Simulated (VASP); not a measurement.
# Pt3C2 (P6/mmm) in VASP: further runs

Pt3C2 is run at these levels: PBE; tasks: single point, relaxation of cell and atoms.

Program: VASP 6.6.1. These are calculated values, not measurements. Logs are shortened: lines on timing, memory, paths and dates and some standing lists are left out, and cuts for length are marked.

## (1) The cell of the first run

Symmetry: P6/mmm, No. 191, hexagonal system. The conventional cell has a = 5.492 Å, b = 5.492 Å, c = 2.610 Å, α = 90.00°, β = 90.00°, γ = 120.00°. Within 3.4 Å of Pt (site symmetry mmm) lie 6 Pt at 2.61 to 2.75 Å and 6 C at 2.75 to 3.04 Å. C (site symmetry 6/mmm) has 2 C at 1.30 Å within 1.7 Å. C (site symmetry 6/mmm) has 2 C at 1.30 Å within 1.7 Å.

The cell was generated, and may not be a known phase.

## (2) Single point, PBE

The input, INCAR:

```
  PREC = Accurate
  ENCUT = 520
  EDIFF = 1E-6
  ISMEAR = 0
  SIGMA = 0.1
  LREAL = F
  LASPH = T
  NELM = 100
  ALGO = Normal
  ISIF = 2
  LWAVE = F
  LCHARG = T
  GGA = PE
  LELF = T
  LVHAR = T
  NBANDS = 27
```

The input, KPOINTS:

```
Automatic mesh
0
Gamma
  6 6 4
```

The input, POSCAR:

```
Pt3C2
1.0
    5.4916286551      0.0000000038      0.0000000000
   -2.7458143309      4.7558899216      0.0000000000
    0.0000000000      0.0000000000      2.6098121164
Pt C
3 2
Direct
    0.5000000000      0.0000000000      0.5000000000
    0.0000000000      0.5000000000      0.5000000000
    0.5000000000      0.5000000000      0.5000000000
    0.0000000000      0.0000000000      0.0000000000
    0.0000000000      0.0000000000      0.5000000000
```

Potentials or basis: VASP PAW PBE potentials, release 64 (Pt, C).

Command:

```sh
cat potpaw_PBE.64/Pt/POTCAR potpaw_PBE.64/C/POTCAR > POTCAR
mpirun -np 1 vasp_std > vasp.out
```

OUTCAR:

```text
PREC = Accurate
   ENCUT = 520
   EDIFF = 1E-6
   ISMEAR = 0
   LREAL = F
   LASPH = T
   NELM = 100
   ISIF = 2
   GGA = PE

 ion  position               nearest neighbor table
   1  0.500  0.000  0.500-   2 2.75   2 2.75   5 2.75   5 2.75   3 2.75   3 2.75
   2  0.000  0.500  0.500-   1 2.75   1 2.75   3 2.75   3 2.75   5 2.75   5 2.75
   3  0.500  0.500  0.500-   5 2.75   5 2.75   2 2.75   2 2.75   1 2.75   1 2.75
   4  0.000  0.000  0.000-   5 1.30   5 1.30
   5  0.000  0.000  0.500-   4 1.30   4 1.30   3 2.75   3 2.75   1 2.75   1 2.75   2 2.75   2 2.75

  LATTYP: Found a hexagonal cell.
 ALAT       =     5.4916286551
 C/A-ratio  =     0.4752346308

  Lattice vectors:

 A1 = (   5.4916286551,   0.0000000038,   0.0000000000)
 A2 = (  -2.7458143309,   4.7558899216,   0.0000000000)
 A3 = (   0.0000000000,   0.0000000000,   2.6098121164)

Analysis of symmetry for initial positions (statically):
=====================================================================
 Subroutine PRICEL returns:
 Original cell was already a primitive cell.

 Routine SETGRP: Setting up the symmetry group for a
 hexagonal supercell.

 Subroutine GETGRP returns: Found 24 space group operations
 (whereof 24 operations were pure point group operations)
 out of a pool of 24 trial point group operations.

The static configuration has the point symmetry D_6h.

Analysis of symmetry for dynamics (positions and initial velocities):
=====================================================================
 Subroutine PRICEL returns:
 Original cell was already a primitive cell.

 Routine SETGRP: Setting up the symmetry group for a
 hexagonal supercell.

 Subroutine GETGRP returns: Found 24 space group operations
 (whereof 24 operations were pure point group operations)
 out of a pool of 24 trial point group operations.

The dynamic configuration has the point symmetry D_6h.

 Subroutine INISYM returns: Found 24 space group operations
 (whereof 24 operations are pure point group operations),
 and found     1 'primitive' translations

----------------------------------------------------------------------------------------

                                     Primitive cell

  volume of cell :      68.1620

  direct lattice vectors                    reciprocal lattice vectors
     5.491628655  0.000000004  0.000000000     0.182095342  0.105132795  0.000000000
    -2.745814331  4.755889922  0.000000000    -0.000000000  0.210265590  0.000000000
     0.000000000  0.000000000  2.609812116     0.000000000  0.000000000  0.383169345

  length of vectors
     5.491628655  5.491628655  2.609812116     0.210265590  0.210265590  0.383169345

  position of ions in fractional coordinates (direct lattice)
     0.500000000  0.000000000  0.500000000
     0.000000000  0.500000000  0.500000000
     0.500000000  0.500000000  0.500000000
     0.000000000  0.000000000  0.000000000
     0.000000000  0.000000000  0.500000000

  ion indices of the primitive-cell ions
   primitive index   ion index
                 1           1
                 2           2
                 3           3
                 4           4
                 5           5

----------------------------------------------------------------------------------------

 KPOINTS: Automatic mesh

Automatic generation of k-mesh.
 Grid dimensions read from file:
 generate k-points for:    6    6    4

 Generating k-lattice:

  Cartesian coordinates                     Fractional coordinates (reciprocal lattice)
     0.030349224  0.017522133  0.000000000     0.166666667 -0.000000000  0.000000000
    -0.000000000  0.035044265  0.000000000    -0.000000000  0.166666667  0.000000000
     0.000000000  0.000000000  0.095792336     0.000000000  0.000000000  0.250000000

  Length of vectors
     0.035044265  0.035044265  0.095792336

  Shift w.r.t. Gamma in fractional coordinates (k-lattice)
     0.000000000  0.000000000  0.000000000

 Subroutine IBZKPT returns following result:
 ===========================================

 Found     21 irreducible k-points:

 Following reciprocal coordinates:
            Coordinates               Weight
  0.000000  0.000000  0.000000      1.000000
  0.166667 -0.000000  0.000000      6.000000
  0.333333  0.000000  0.000000      6.000000
  0.500000  0.000000  0.000000      3.000000
  0.166667  0.166667  0.000000      6.000000
  0.333333  0.166667  0.000000     12.000000
[... 13 lines left out ...]
  0.333333  0.166667  0.500000     12.000000
  0.333333  0.333333  0.500000      2.000000
   k-points           NKPTS =     21   k-points in BZ     NKDIM =     21   number of bands    NBANDS=     27
   number of dos      NEDOS =    301   number of ions     NIONS =      5
   total plane-waves  NPLWV =  35280
   dimension x,y,z NGX =    42 NGY =   42 NGZ =   20
   dimension x,y,z NGXF=    84 NGYF=   84 NGZF=   40
   ions per type =               3   2
   NGX,Y,Z   is equivalent  to a cutoff of  12.71, 12.71, 12.74 a.u.
   NGXF,Y,Z  is equivalent  to a cutoff of  25.43, 25.43, 25.48 a.u.
 SYSTEM =  unknown system
   PREC   = accura    normal or accurate (medium, high low for compatibility)
   ISTART =      0    job   : 0-new  1-cont  2-samecut
   ICHARG =      2    charge: 1-file 2-atom 10-const
   ISPIN  =      1    spin polarized calculation?
   LNONCOLLINEAR =      F non collinear calculations
   LSORBIT =      F    spin-orbit coupling
   LASPH  =      T    aspherical Exc in radial PAW
   ENCUT  =  520.0 eV  38.22 Ry    6.18 a.u.  10.21 10.21  4.85*2*pi/ulx,y,z
   NELM   =    100;   NELMIN=  2; NELMDL= -5     # of ELM steps
   EDIFF  = 0.1E-05   stopping-criterion for ELM
   LREAL  =      F    real-space projection
   EDIFFG = 0.1E-04   stopping-criterion for IOM
   NSW    =      0    number of steps for IOM
   IBRION =     -1    ionic relax: 0-MD 1-quasi-New 2-CG
   NFREE  =      0    steps in history (QN), initial steepest desc. (CG)
   ISIF   =      2    stress and relaxation
   ISYM   =      2    0-nonsym 1-usesym 2-fastsym
   POTIM  = 0.5000    time-step for ionic-motion
   TEBEG  =    0.0;   TEEND  =   0.0 temperature during run
   PSTRESS=    0.0 pullay stress
   NELECT =      38.0000    total number of electrons
   NUPDOWN=      -1.0000    fix difference up-down
   EMIN   =  10.00;   EMAX   =-10.00  energy-range for DOS
   EFERMI =   0.00;   METHOD = LEGACY
   ISMEAR =     0;   SIGMA  =   0.10  broadening in eV -4-tet -1-fermi 0-gaus
   EFERMI_NEDOS =   21; number of points for ismear=-14 and -15
   IALGO  =     38    algorithm
   IMIX   =      4    mixing-type and parameters
     AMIX     =   0.40;   BMIX     =  1.00
     AMIX_MAG =   1.60;   BMIX_MAG =  1.00
  volume/ion in A,a.u.               =      13.63        92.00
  Fermi-wavevector in a.u.,A,eV,Ry     =   1.347375  2.546170 24.700297  1.815421
  Thomas-Fermi vector in A             =   2.475131
   LORBIT       =      0    0 simple, 1 ext, 2 COOP (PROOUT), +10 PAW based schemes
   GGA     = PE    functional components
   LHFCALC =     F    Hartree Fock is set to
   AEXX    =    0.0000 exact exchange contribution
   IVDW    =     0    specifies the selected vdW correction
   LEPSILON=     F    determine dielectric tensor
   LRPA    =     F    only Hartree local field effects (RPA)
 non-spin polarized calculation
 Gauss-broadening in eV      SIGMA  =   0.10
  energy-cutoff  :      520.00
  volume of cell :       68.16
 maximum number of plane-waves:      1872
 NGX is ok and might be reduce to    42
   NGX = 21   NGY = 21   NGZ =  9

 number of electron      38.0000008 magnetization

 Free energy of the ion-electron system (eV)
  ---------------------------------------------------
  ext. energy  EPLUGINS =         0.00000000
  ---------------------------------------------------
  free energy    TOTEN  =       -31.93011906 eV

  energy without entropy =      -31.91838730  energy(sigma->0) =      -31.92425318

 E-fermi :   7.9273     XC(G=0): -12.3084

 val. band max:        7.8353356511   @ k =   0.1667   0.1667   0.2500
 cond. band min:       7.9581022595   @ k =   0.5000   0.0000   0.5000
 fundamental gap:      0.1227666085
 Fermi energy:         7.9272937503

 k-point     1 :       0.0000    0.0000    0.0000
  band No.  band energies     occupation
      1      -9.2716      2.00000
      2      -1.6720      2.00000
      3       0.4359      2.00000
      4       1.1951      2.00000
      5       1.1951      2.00000
      6       2.4232      2.00000
[... 19 lines left out ...]
     26      14.8071      0.00000
     27      17.3326      0.00000

 k-point     2 :       0.1667   -0.0000    0.0000
  band No.  band energies     occupation
      1      -9.2477      2.00000
      2      -1.6742      2.00000
      3       0.2422      2.00000
      4       1.0042      2.00000
      5       1.2564      2.00000
      6       2.5014      2.00000
[... 19 lines left out ...]
     26      14.7708      0.00000
     27      17.3928      0.00000

 k-point     3 :       0.3333    0.0000    0.0000
  band No.  band energies     occupation
      1      -9.1992      2.00000
      2      -1.6786      2.00000
      3      -0.1910      2.00000
      4       0.7282      2.00000
      5       1.7199      2.00000
      6       2.6089      2.00000
[... 19 lines left out ...]
     26      15.9291      0.00000
     27      17.3869      0.00000

 k-point     4 :       0.5000    0.0000    0.0000
  band No.  band energies     occupation
      1      -9.1745      2.00000
      2      -1.6807      2.00000
      3      -0.3878      2.00000
      4       0.6178      2.00000
      5       2.2134      2.00000
      6       2.3404      2.00000
[... 19 lines left out ...]
     26      17.3614      0.00000
     27      17.6121      0.00000
[... 426 lines left out ...]
      4       2.9907      2.00000
      5       3.2503      2.00000
      6       3.2578      2.00000
[... 19 lines left out ...]
     26      14.4116      0.00000
     27      16.1669      0.00000

 k-point    20 :       0.3333    0.1667    0.5000
  band No.  band energies     occupation
      1      -6.2499      2.00000
      2      -6.0662      2.00000
      3       2.9101      2.00000
      4       3.2198      2.00000
      5       3.5574      2.00000
      6       3.6904      2.00000
[... 19 lines left out ...]
     26      14.7461      0.00000
     27      14.8782      0.00000

 k-point    21 :       0.3333    0.3333    0.5000
  band No.  band energies     occupation
      1      -6.2379      2.00000
      2      -6.0703      2.00000
      3       3.3213      2.00000
      4       3.3213      2.00000
      5       3.6599      2.00000
      6       3.6599      2.00000
[... 19 lines left out ...]
     26      14.1207      0.00000
     27      14.5507      0.00000

------------------------ aborting loop because EDIFF is reached ----------------------------------------

  FORCE on cell =-STRESS in cart. coord.  units (eV):
  Direction    XX          YY          ZZ          XY          YZ          ZX
  --------------------------------------------------------------------------------------
  -------------------------------------------------------------------------------------
  Total       -0.1269147     -0.1269147     -0.1919020      0.0000000      0.0000000      0.0000000
  in kB       -2.9831857     -2.9831857     -4.5107404      0.0000000      0.0000000      0.0000000
  external PRESSURE =      -3.4923706 kB  Pullay stress =       0.0000000 kB

 VOLUME and BASIS-vectors are now :
 -----------------------------------------------------------------------------
  energy-cutoff  :      520.00
  volume of cell :       68.16
      direct lattice vectors                 reciprocal lattice vectors
     5.491628655  0.000000004  0.000000000     0.182095342  0.105132795  0.000000000
    -2.745814331  4.755889922  0.000000000    -0.000000000  0.210265590  0.000000000
     0.000000000  0.000000000  2.609812116     0.000000000  0.000000000  0.383169345

 POSITION                                       TOTAL-FORCE (eV/Angst)
 -----------------------------------------------------------------------------------
      2.74581      0.00000      1.30491         0.000000      0.000000      0.000000
     -1.37291      2.37794      1.30491        -0.000000      0.000000      0.000000
      1.37291      2.37794      1.30491         0.000000      0.000000      0.000000
      0.00000      0.00000      0.00000         0.000000      0.000000      0.000000
      0.00000      0.00000      1.30491         0.000000      0.000000      0.000000
 -----------------------------------------------------------------------------------
    total drift:                                0.000000     -0.000000     -0.000000

  FREE ENERGIE OF THE ION-ELECTRON SYSTEM (eV)
  ---------------------------------------------------
  free  energy   TOTEN  =       -31.9301190649 eV

  energy  without entropy=      -31.9183873038  energy(sigma->0) =      -31.92425318
```

Run time: 21 s. Hardware: 1 thread of Intel Xeon 6975P-C (Granite Rapids), shared host; peak memory 0.19 GiB.

What came out:

| Quantity | Value |
| --- | --- |
| Free energy | -31.9301 eV |
| Pressure | -0.3 GPa |
| Band gap on the k mesh | zero (bands 19 and 20 overlap by 1.13 eV) |

Stress tensor (GPa, compression positive):
```
-0.30  0.00  0.00
 0.00 -0.30  0.00
 0.00  0.00 -0.45
```

Levels at points of the mesh, in eV from the Fermi level:
```
           k point  band 17  band 18  band 19  band 20  band 21  band 22
(0.00, 0.00, 0.00)     0.14     0.20     0.32     0.32     0.89     4.53
(0.50, 0.00, 0.00)    -0.56    -0.45    -0.35    -0.15     0.28     2.53
(0.00, 0.00, 0.50)     0.35     0.35     0.61     1.09     1.78     1.78
(0.50, 0.00, 0.50)    -0.98     0.03     0.75     1.70     1.72     4.01
```

Caveat: the k points lie up to 0.60 Å⁻¹ apart, too coarse for converged energies and pressures of a metal; spin-orbit coupling is left out, which moves the levels of the heavy elements.

## (3) Single point, PBE

This run uses another cell than the first one, of 13.76 Å³/atom.

The input, INCAR:

```
SYSTEM = Pt3C2
PREC = Accurate ; ENCUT = 520
EDIFF = 1E-7 ; ISMEAR = 0
SIGMA = 0.1 ; LREAL = .False.
LASPH = .True. ; NELM = 100
ALGO = Normal ; ISIF = 2
LWAVE = .False. ; LCHARG = .True.
GGA = PE ; LELF = .True.
LVHAR = .True. ; NBANDS = 27
```

The input, KPOINTS:

```
Automatic mesh
0
Gamma
  12 12 14
  0 0 0
```

POSCAR: that of step 2 with these lines changed.

```diff
@@ -2,5 +2,5 @@
 1.0
-    5.4916286551      0.0000000038      0.0000000000
-   -2.7458143309      4.7558899216      0.0000000000
-    0.0000000000      0.0000000000      2.6098121164
+    5.5056388047      0.0000000000      0.0000000000
+   -2.7528194024      4.7680230689      0.0000000000
+    0.0000000000      0.0000000000      2.6211517496
 Pt C
```

Potentials or basis: VASP PAW PBE potentials, release 64 (Pt, C).

Command:

```sh
cat potpaw_PBE.64/Pt/POTCAR potpaw_PBE.64/C/POTCAR > POTCAR
mpirun -np 1 vasp_std > vasp.out
```

Wall time 1.9 min (1 thread of Intel Xeon 6975P-C (Granite Rapids), shared host); peak memory 0.35 GiB.

Results (log left out):

| Property | Result |
| --- | --- |
| Free energy | -31.4744 eV |
| Pressure | -0.3 GPa |
| Band gap on the k mesh | zero (bands 19 and 20 overlap by 1.52 eV) |

Levels at points of the mesh, in eV from the Fermi level:
```tsv
k point	band 16	band 17	band 18	band 19	band 20	band 21	band 22	band 23
(0.00, 0.00, 0.00)	-0.88	0.19	0.21	0.35	0.35	0.93	4.51	4.51
(0.50, 0.00, 0.00)	-0.54	-0.51	-0.39	-0.31	-0.14	0.31	2.52	3.85
(0.00, 0.00, 0.50)	-0.79	0.29	0.29	0.59	1.12	1.78	1.78	4.93
(0.50, 0.00, 0.50)	-1.30	-0.93	-0.02	0.75	1.69	1.71	3.95	4.63
```

Caveat: spin-orbit coupling is left out, which moves the levels of the heavy elements.

[end of part 1 of 2]

The gap in the log of VASP goes by the Fermi energy; the results here count the filled bands.